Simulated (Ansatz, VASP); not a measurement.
## Al in VASP and in Ansatz

```
Al
1.0
    -1.59465    1.59465    1.59465
     1.59465   -1.59465    1.59465
     1.59465    1.59465   -1.59465
Al
1
Direct
  0.00000 0.00000 0.00000
```

Alike in both runs: functional LDA; k mesh 16 × 16 × 16; occupations fermi-dirac, width 0.15 eV; no spin polarisation.

Ansatz relaxed the structure, and its values are those at the end. VASP's run is a single point on that final structure, the one shown.

|  | VASP | Ansatz |
| --- | --- | --- |
| version | VASP 6.6.1 | Ansatz 0.2.0 |
| potentials or method | VASP PAW LDA potentials, release 64 (Al), cutoff 500 eV | scalar-relativistic, plane waves, PAW |
| valence electrons in the cell | 3 | 3 |

Ansatz gave:

| Quantity | Value |
| --- | --- |
| gap on the k mesh at the Fermi level (eV) | none |
| pressure (GPa) | 0.0 |

Task: Estimate VASP's values.

Result: gap on the k mesh at the Fermi level (eV): none; pressure (GPa): 0.1.

LDA's correlation is that of Perdew and Zunger in VASP and of Perdew and Wang (1992) in Ansatz. A gap of «none» marks a metal or a gap that the smearing closes.
